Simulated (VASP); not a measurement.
Here is a VASP 6.6.1 calculation.

The input INCAR:

```
ALGO = Normal
EDIFF = 1E-6
ENCUT = 600
GGA = PE
GGA_COMPAT = F
ISIF = 2
ISMEAR = -1
LASPH = T
LCHARG = F
LREAL = F
LWAVE = F
NBANDS = 11
NELM = 120
PREC = Accurate
SIGMA = 0.1
```

The input KPOINTS:

```
k-points
0
Gamma
  7 7 7
```

POSCAR

```
C
1.0
    0.0000000000      1.7834500000      1.7834500000
    1.7834500000      0.0000000000      1.7834500000
    1.7834500000      1.7834500000      0.0000000000
C
2
Direct
    0.5000000000      0.5000000000      0.5000000000
    0.7500000000      0.7500000000      0.7500000000
```

Potentials or basis: VASP PAW PBE potentials, release 64 (C).

Command:

```bash
$ cat potpaw_PBE.64/C/POTCAR > POTCAR
$ mpirun -np 1 vasp_std > vasp.out
```

(1) What does it give for the pressure?

(2) What does it give for the band gap on the k mesh?

Answers

(1) 1.7 GPa.

(2) 4.26 eV, indirect (least direct gap 5.59 eV).

Caveat: the k points lie up to 0.44 Å⁻¹ apart.
